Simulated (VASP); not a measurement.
# KF in VASP: notebook, part 2 of 2

VASP 6.6.1. Earlier steps stand in the parts before.

**5. Single point, PBE (atoms moved at random and the cell strained at random)**

File INCAR:

```
SYSTEM = KF
PREC = Accurate
ENCUT = 520
EDIFF = 1E-6
ISMEAR = 0
SIGMA = 0.02
LREAL = .FALSE.
LASPH = .TRUE.
NELM = 100
ALGO = Normal
ISIF = 2
LWAVE = .FALSE.
LCHARG = .TRUE.
GGA = PE
LELF = .TRUE.
LVHAR = .TRUE.
NBANDS = 15
```

File KPOINTS:

```
Automatic mesh
0
G
  8 8 8
  0 0 0
```

File POSCAR:

```
KF
1.0
    0.0058014950      2.7756544350      2.7720184750
    2.7418613950      0.0294887050      2.7483312650
    2.7415673100      2.7516731400      0.0297827900
K F
1 1
Direct
   -0.0191920703      0.0035122499      0.0079558631
    0.5191920703      0.4964877501      0.4920441369
```

Potentials or basis: VASP PAW PBE potentials, release 64 (K_sv, F).

On the command line:

```sh
$ cat potpaw_PBE.64/K_sv/POTCAR potpaw_PBE.64/F/POTCAR > POTCAR
$ mpirun -np 1 vasp_std > vasp.out
```

OUTCAR:

```text
SYSTEM = KF
   PREC = Accurate
   ENCUT = 520
   EDIFF = 1E-6
   ISMEAR = 0
   LREAL = .FALSE.
   LASPH = .TRUE.
   NELM = 100
   ISIF = 2
   GGA = PE

 ion  position               nearest neighbor table
   1  0.981  0.004  0.008-   2 2.66   2 2.68   2 2.69   2 2.80   2 2.81   2 2.83
   2  0.519  0.496  0.492-   1 2.66   1 2.68   1 2.69   1 2.80   1 2.81   1 2.83

  LATTYP: Found a triclinic cell.
 ALAT       =     3.8471800056
 B/A-ratio  =     1.0068696911
 C/A-ratio  =     1.0091202246
 COS(alpha) =     0.0024064135
 COS(beta)  =     0.4949191899
 COS(gamma) =     0.4958113755

  Lattice vectors:

 A1 = (  -0.0002940850,   2.7221844350,  -2.7185484750)
 A2 = (   2.7357658150,  -0.0239812950,  -2.7422356850)
 A3 = (  -2.7418613950,  -0.0294887050,  -2.7483312650)

Analysis of symmetry for initial positions (statically):
=====================================================================
 Subroutine PRICEL returns:
 Original cell was already a primitive cell.

 Routine SETGRP: Setting up the symmetry group for a
 triclinic supercell.

 Subroutine GETGRP returns: Found  1 space group operations
 (whereof  1 operations were pure point group operations)
 out of a pool of  2 trial point group operations.

The static configuration has the point symmetry C_1 .

Analysis of symmetry for dynamics (positions and initial velocities):
=====================================================================
 Subroutine PRICEL returns:
 Original cell was already a primitive cell.

 Routine SETGRP: Setting up the symmetry group for a
 triclinic supercell.

 Subroutine GETGRP returns: Found  1 space group operations
 (whereof  1 operations were pure point group operations)
 out of a pool of  2 trial point group operations.

The dynamic configuration has the point symmetry C_1 .

 Subroutine INISYM returns: Found  1 space group operations
 (whereof  1 operations are pure point group operations),
 and found     1 'primitive' translations

----------------------------------------------------------------------------------------

                                     Primitive cell

  volume of cell :      41.3333

  direct lattice vectors                    reciprocal lattice vectors
     0.005801495  2.775654435  2.772018475    -0.182943045  0.180316681  0.180577638
     2.741861395  0.029488705  2.748331265     0.182541214 -0.183859290  0.183718416
     2.741567310  2.751673140  0.029782790     0.182581195  0.183497440 -0.184120248

  length of vectors
     3.922802267  3.882267151  3.884428323     0.313991316  0.317612956  0.317659360

  position of ions in fractional coordinates (direct lattice)
     0.980807930  0.003512250  0.007955863
     0.519192070  0.496487750  0.492044137

  ion indices of the primitive-cell ions
   primitive index   ion index
                 1           1
                 2           2

----------------------------------------------------------------------------------------

 KPOINTS: Automatic mesh

Automatic generation of k-mesh.
 Grid dimensions read from file:
 generate k-points for:    8    8    8

 Generating k-lattice:

  Cartesian coordinates                     Fractional coordinates (reciprocal lattice)
    -0.022867881  0.022539585  0.022572205     0.125000000  0.000000000  0.000000000
     0.022817652 -0.022982411  0.022964802     0.000000000  0.125000000  0.000000000
     0.022822649  0.022937180 -0.023015031     0.000000000  0.000000000  0.125000000

  Length of vectors
     0.039248915  0.039701619  0.039707420

  Shift w.r.t. Gamma in fractional coordinates (k-lattice)
     0.000000000  0.000000000  0.000000000

 Subroutine IBZKPT returns following result:
 ===========================================

 Found    260 irreducible k-points:

 Following reciprocal coordinates:
            Coordinates               Weight
  0.000000  0.000000  0.000000      1.000000
  0.125000  0.000000  0.000000      2.000000
  0.250000  0.000000  0.000000      2.000000
  0.375000  0.000000 -0.000000      2.000000
  0.500000  0.000000  0.000000      1.000000
  0.000000  0.125000 -0.000000      2.000000
[... 16 lines left out ...]
  0.125000  0.375000  0.000000      2.000000
  0.250000  0.375000 -0.000000      2.000000
 [... further k-points ...]
   k-points           NKPTS =    260   k-points in BZ     NKDIM =    260   number of bands    NBANDS=     15
   number of dos      NEDOS =    301   number of ions     NIONS =      2
   total plane-waves  NPLWV =  27000
   dimension x,y,z NGX =    30 NGY =   30 NGZ =   30
   dimension x,y,z NGXF=    60 NGYF=   60 NGZF=   60
   ions per type =               1   1
   NGX,Y,Z   is equivalent  to a cutoff of  12.71, 12.85, 12.84 a.u.
   NGXF,Y,Z  is equivalent  to a cutoff of  25.43, 25.69, 25.68 a.u.
 SYSTEM =  KF
   PREC   = accura    normal or accurate (medium, high low for compatibility)
   ISTART =      0    job   : 0-new  1-cont  2-samecut
   ICHARG =      2    charge: 1-file 2-atom 10-const
   ISPIN  =      1    spin polarized calculation?
   LNONCOLLINEAR =      F non collinear calculations
   LSORBIT =      F    spin-orbit coupling
   LASPH  =      T    aspherical Exc in radial PAW
   ENCUT  =  520.0 eV  38.22 Ry    6.18 a.u.   7.29  7.22  7.22*2*pi/ulx,y,z
   NELM   =    100;   NELMIN=  2; NELMDL= -5     # of ELM steps
   EDIFF  = 0.1E-05   stopping-criterion for ELM
   LREAL  =      F    real-space projection
   EDIFFG = 0.1E-04   stopping-criterion for IOM
   NSW    =      0    number of steps for IOM
   IBRION =     -1    ionic relax: 0-MD 1-quasi-New 2-CG
   NFREE  =      0    steps in history (QN), initial steepest desc. (CG)
   ISIF   =      2    stress and relaxation
   ISYM   =      2    0-nonsym 1-usesym 2-fastsym
   POTIM  = 0.5000    time-step for ionic-motion
   TEBEG  =    0.0;   TEEND  =   0.0 temperature during run
   PSTRESS=    0.0 pullay stress
   NELECT =      16.0000    total number of electrons
   NUPDOWN=      -1.0000    fix difference up-down
   EMIN   =  10.00;   EMAX   =-10.00  energy-range for DOS
   EFERMI =   0.00;   METHOD = LEGACY
   ISMEAR =     0;   SIGMA  =   0.02  broadening in eV -4-tet -1-fermi 0-gaus
   EFERMI_NEDOS =   21; number of points for ismear=-14 and -15
   IALGO  =     38    algorithm
   IMIX   =      4    mixing-type and parameters
     AMIX     =   0.40;   BMIX     =  1.00
     AMIX_MAG =   1.60;   BMIX_MAG =  1.00
  volume/ion in A,a.u.               =      20.67       139.47
  Fermi-wavevector in a.u.,A,eV,Ry     =   1.193113  2.254657 19.368152  1.423519
  Thomas-Fermi vector in A             =   2.329135
   LORBIT       =      0    0 simple, 1 ext, 2 COOP (PROOUT), +10 PAW based schemes
   GGA     = PE    functional components
   LHFCALC =     F    Hartree Fock is set to
   AEXX    =    0.0000 exact exchange contribution
   IVDW    =     0    specifies the selected vdW correction
   LEPSILON=     F    determine dielectric tensor
   LRPA    =     F    only Hartree local field effects (RPA)
 non-spin polarized calculation
 Gauss-broadening in eV      SIGMA  =   0.02
  energy-cutoff  :      520.00
  volume of cell :       41.33
 maximum number of plane-waves:      1126
 NGX is ok and might be reduce to    30
   NGX = 15   NGY = 15   NGZ = 15

 number of electron      16.0000001 magnetization

 Free energy of the ion-electron system (eV)
  ---------------------------------------------------
  ext. energy  EPLUGINS =         0.00000000
  ---------------------------------------------------
  free energy    TOTEN  =        -8.28718838 eV

  energy without entropy =       -8.28718838  energy(sigma->0) =       -8.28718838

 E-fermi :  -2.7865     XC(G=0):  -8.0447

 val. band max:       -3.0029406756   @ k =   0.0000   0.0000   0.0000
 cond. band min:       2.7572681985   @ k =   0.0000   0.0000   0.0000
 fundamental gap:      5.7602088742
 Fermi energy:        -2.7865137054

 k-point     1 :       0.0000    0.0000    0.0000
  band No.  band energies     occupation
      1     -29.3668      2.00000
      2     -21.6219      2.00000
      3     -12.6698      2.00000
      4     -12.6668      2.00000
      5     -12.6661      2.00000
      6      -3.0227      2.00000
      7      -3.0106      2.00000
      8      -3.0029      2.00000
      9       2.7573      0.00000
     10       7.3737      0.00000
     11       7.4806      0.00000
     12       7.5408      0.00000
     13       9.0262      0.00000
     14       9.0553      0.00000
[... 401 lines left out ...]
      2     -21.6453      2.00000
      3     -12.8981      2.00000
      4     -12.7780      2.00000
      5     -12.7723      2.00000
      6      -3.4398      2.00000
      7      -3.1330      2.00000
      8      -3.1040      2.00000
      9       5.3665      0.00000
     10       5.8157      0.00000
     11       8.6325      0.00000
     12       9.2205      0.00000
     13       9.7812      0.00000
     14      10.0678      0.00000
     15      13.8049      0.00000

 [... further k-points ...]
[... 5 lines left out ...]
  --------------------------------------------------------------------------------------
  -------------------------------------------------------------------------------------
  Total       -0.2086556     -0.2422267     -0.1956765     -0.0013838     -0.0763972      0.0008014
  in kB       -8.0879963     -9.3892958     -7.5848972     -0.0536378     -2.9613413      0.0310649
  external PRESSURE =      -8.3540631 kB  Pullay stress =       0.0000000 kB

 VOLUME and BASIS-vectors are now :
 -----------------------------------------------------------------------------
  energy-cutoff  :      520.00
  volume of cell :       41.33
      direct lattice vectors                 reciprocal lattice vectors
     0.005801495  2.775654435  2.772018475    -0.182943045  0.180316681  0.180577638
     2.741861395  0.029488705  2.748331265     0.182541214 -0.183859290  0.183718416
     2.741567310  2.751673140  0.029782790     0.182581195  0.183497440 -0.184120248

 POSITION                                       TOTAL-FORCE (eV/Angst)
 -----------------------------------------------------------------------------------
      0.03713      2.74438      2.72871        -0.069635      0.065722      0.095393
      2.71328      2.80968      2.81838         0.069635     -0.065722     -0.095393
 -----------------------------------------------------------------------------------
    total drift:                                0.000060     -0.000120     -0.000302

  FREE ENERGIE OF THE ION-ELECTRON SYSTEM (eV)
  ---------------------------------------------------
  free  energy   TOTEN  =        -8.2871883751 eV

  energy  without entropy=       -8.2871883751  energy(sigma->0) =       -8.28718838
```

OSZICAR:

```text
N       E                     dE             d eps       ncg     rms          rms(c)
DAV:   1     0.105793816803E+03    0.10579E+03   -0.80830E+03  7800   0.102E+03
DAV:   2    -0.491850308279E+01   -0.11071E+03   -0.10276E+03 10149   0.279E+02
DAV:   3    -0.943161027271E+01   -0.45131E+01   -0.44922E+01 10695   0.498E+01
DAV:   4    -0.958059529120E+01   -0.14899E+00   -0.14897E+00 10471   0.833E+00
DAV:   5    -0.958201671183E+01   -0.14214E-02   -0.14214E-02 10691   0.762E-01    0.626E+00
DAV:   6    -0.832389769816E+01    0.12581E+01   -0.36796E+00  8199   0.142E+01    0.365E+00
DAV:   7    -0.829064533905E+01    0.33252E-01   -0.67995E-02  9746   0.223E+00    0.204E+00
DAV:   8    -0.828468845933E+01    0.59569E-02   -0.55976E-02  8871   0.229E+00    0.200E-01
DAV:   9    -0.828640861155E+01   -0.17202E-02   -0.37849E-03  9599   0.509E-01    0.122E-01
DAV:  10    -0.828704677507E+01   -0.63816E-03   -0.49174E-04  8472   0.185E-01    0.657E-02
DAV:  11    -0.828718772284E+01   -0.14095E-03   -0.13451E-04  8255   0.946E-02    0.186E-02
DAV:  12    -0.828718790786E+01   -0.18502E-06   -0.10886E-05  9893   0.313E-02    0.372E-03
DAV:  13    -0.828718837505E+01   -0.46719E-06   -0.21223E-06  8374   0.125E-02
   1 F= -.82871884E+01 E0= -.82871884E+01  d E =-.306696E-55
```

Wall time 4.1 min (1 thread of Intel Xeon Platinum 8375C at 2.90GHz (Ice Lake), shared host); peak memory 0.28 GiB.

What came out:

```yaml
Free_energy: -8.2872 eV
Pressure: -0.8 GPa
Largest_force: 0.135 eV/Å
Band_gap_on_the_k_mesh: 5.76 eV, direct
```

Forces on the atoms (eV/Å):
```
K   -0.070  0.066  0.095
F    0.070 -0.066 -0.095
```

Stress tensor (GPa, compression positive):
```
-0.81 -0.01  0.00
-0.01 -0.94 -0.30
 0.00 -0.30 -0.76
```

Levels at points of the mesh, in eV from the valence-band top:
```tsv
k point	band 5	band 6	band 7	band 8	band 9	band 10	band 11	band 12
(0.00, 0.00, 0.00)	-9.66	-0.02	-0.01	0.00	5.76	10.38	10.48	10.54
(0.50, 0.00, 0.00)	-9.69	-0.71	-0.30	-0.27	8.72	10.00	11.64	11.76
(0.00, 0.50, 0.00)	-9.70	-0.71	-0.30	-0.28	8.74	10.01	11.64	11.77
(0.50, 0.50, 0.00)	-9.83	-0.24	-0.08	-0.07	8.14	9.83	11.17	13.19
(0.00, 0.00, 0.50)	-9.70	-0.71	-0.30	-0.29	8.75	10.01	11.65	11.77
(0.50, 0.00, 0.50)	-9.82	-0.25	-0.08	-0.07	8.15	9.83	11.17	13.19
(0.00, 0.50, 0.50)	-9.82	-0.24	-0.09	-0.06	8.14	9.84	11.20	13.19
(0.50, 0.50, 0.50)	-9.69	-0.71	-0.28	-0.26	8.69	9.96	11.66	11.71
```

Caveat: the cell differs from its parent crystal (atoms moved at random and the cell strained at random).

**6. Overview**

```csv
cell,gap on the mesh (eV),pressure (GPa),largest force (eV/Å)
"a = 3.799 Å, angles 60.0°, 2 atoms",6.08,0.9,-
"a = 3.906 Å, angles 60.0°, 2 atoms",5.67,-1.4,-
"a = 3.781 Å, angles 60.0°, 2 atoms",6.16,1.5,0.15
"a = 3.923, b = 3.882, c = 3.884 Å, angles 59.4, 59.5, 59.6°, 2 atoms",5.76,-0.8,0.14
```

Alike in all rows: task single point; level PBE; potentials or basis VASP PAW PBE potentials, release 64 (K_sv, F); no spin polarisation; k mesh 8 × 8 × 8; cutoff (eV) 520; smearing gaussian 0.02 eV.

Total energies depend on the potentials used, so only differences within one code and one set of settings carry meaning.
